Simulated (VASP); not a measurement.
AlN: single point with PBE

The system is AlN.

```
N Al
1.0
     0.00000    2.00364    2.00364
     2.00364    0.00000    2.00364
     2.00364    2.00364    0.00000
N Al
1 1
Direct
  0.50000 0.50000 0.50000
  0.00000 0.00000 0.00000
```

```
Program                : VASP 6.6.1
Task                   : single point
Functional             : PBE
Potentials or basis    : VASP PAW PBE potentials, release 64 (N, Al)
Cutoff                 : 520 eV
k mesh                 : 12 × 12 × 12
Occupations            : fermi-dirac, width 0.1206 eV
Spin                   : non-collinear spin, zero start, spin-orbit coupling
Starting moments       : [[0.0, 0.0, 0.0], [0.0, 0.0, 0.0]] μB
Dipole correction      : no
Further INCAR settings : ALGO = Normal; EDIFF = 1e-07; NBANDS = 20
```

```yaml
Pressure: 12.7 GPa
Net_moment: 0.00 μB per cell
Valence_electrons_inside_the_program's_atomic_spheres: N 3.90; Al 0.74
```

Moments on the atoms (μB; x, y, z):
```
N   0.00 0.00 0.00
Al  0.00 0.00 0.00
```

Wall time 99 s on 1 thread of Intel Xeon 8259CL (shared host), peak memory 0.2 GiB.
